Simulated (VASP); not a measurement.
Crystal: LiNbO3.

```
CELL_PARAMETERS angstrom
2.59475 1.49808 4.67149
-2.59475 1.49808 4.67149
0.00000 -2.99616 4.67149
ATOMIC_POSITIONS crystal
Li 0.28160 0.28160 0.28160
Li 0.78160 0.78160 0.78160
Nb 0.00045 0.00045 0.00045
Nb 0.50045 0.50045 0.50045
O 0.11044 0.35817 0.72115
O 0.72115 0.11044 0.35817
O 0.35817 0.72115 0.11044
O 0.22115 0.85817 0.61044
O 0.85817 0.61044 0.22115
O 0.61044 0.22115 0.85817
```

- Program: VASP 6.6.1
- Task: relaxation of cell and atoms
- Functional: LDA
- Potentials or basis: VASP PAW LDA potentials, release 64 (Li_sv, Nb_sv, O)
- Cutoff: 600 eV
- k mesh: 6 × 6 × 6
- Occupations: gaussian, width 0.02 eV
- Spin: no spin polarisation

At the start: pressure -10.0 GPa; volume 10.90 Å³/atom.

Question: How do energy, volume and symmetry change on relaxing?

Answer: Over 26 steps the energy falls by 24.0 meV/atom and the volume is 10.12 Å³/atom (-7.1 %); space group R3c (No. 161, to 0.1 Å) before and after.

The path:
```tsv
step	energy change (eV)	largest force (eV/Å)	pressure (GPa)	volume (Å³)
1	0.0000	0.2493	-10.04	108.95
2	0.0808	1.4813	14.18	98.54
3	-0.1657	0.6513	-0.34	104.08
4	-0.2256	0.1591	0.34	102.21
5	-0.2258	0.1584	0.42	102.10
6	-0.2301	0.0932	-0.91	102.43
7	-0.2302	0.0880	-1.16	102.49
8	-0.2332	0.0616	-0.97	102.29
9	-0.2380	0.0454	-0.35	101.70
10	-0.2382	0.0626	-0.20	101.56
11	-0.2391	0.0409	-0.06	101.40
12	-0.2397	0.0083	0.16	101.14
13	-0.2398	0.0133	-0.08	101.22
14	-0.2398	0.0123	-0.07	101.22
15	-0.2398	0.0088	-0.04	101.22
16	-0.2399	0.0090	-0.02	101.22
17	-0.2399	0.0082	0.00	101.20
18	-0.2399	0.0062	0.08	101.17
19	-0.2399	0.0068	0.08	101.18
20	-0.2399	0.0081	0.03	101.19
21	-0.2399	0.0069	0.05	101.18
22	-0.2399	0.0059	0.05	101.18
23	-0.2399	0.0051	0.03	101.19
24	-0.2399	0.0075	-0.03	101.20
25	-0.2399	0.0063	-0.02	101.19
26	-0.2399	0.0040	0.00	101.19
```

Final structure:
```
CELL_PARAMETERS angstrom
2.53163 1.46164 4.55773
-2.53163 1.46164 4.55773
0.00000 -2.92327 4.55773
ATOMIC_POSITIONS crystal
Li 0.28194 0.28194 0.28194
Li 0.78194 0.78194 0.78194
Nb 0.99820 0.99820 0.99820
Nb 0.49820 0.49820 0.49820
O 0.10618 0.36742 0.71807
O 0.71807 0.10618 0.36742
O 0.36742 0.71807 0.10618
O 0.21807 0.86742 0.60618
O 0.86742 0.60618 0.21807
O 0.60618 0.21807 0.86742
```

Caveat: the cutoff is under 1.25 times the usual one of these potentials, so pressure, stress and relaxed cells hold a basis-set (Pulay) error.
